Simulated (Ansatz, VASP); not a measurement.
# Two plane-wave programs on Ba

```
CELL_PARAMETERS angstrom
0.00000 3.24075 3.24075
3.23267 0.00808 3.23267
3.23267 3.23267 0.00808
ATOMIC_POSITIONS crystal
Ba 0.00000 0.00000 0.00000
```

Change from the starting cell: strain +0.0050 x Voigt [0, 0, 0, 1, 0, 0], atoms carried along.

Alike in both runs: task single point; functional PBE; k mesh 14 × 14 × 14; occupations gaussian, width 0.15 eV; no spin polarisation.

|  | VASP | Ansatz |
| --- | --- | --- |
| version | VASP 6.6.1 | Ansatz 0.2.0 |
| potentials or method | VASP PAW PBE potentials, release 64 (Ba_sv), cutoff 520 eV | scalar-relativistic, plane waves, PAW |
| valence electrons in the cell | 10 | 10 |

```tsv
	VASP	Ansatz	Ansatz less VASP
gap on the k mesh at the Fermi level (eV)	none	none	-
pressure (GPa)	-0.4	-0.4	-0.04
```

A gap of «none» marks a metal or a gap that the smearing closes. The functional is the same, so the differences come from potentials, cutoffs and numerics.

Neither program's run includes spin-orbit coupling.
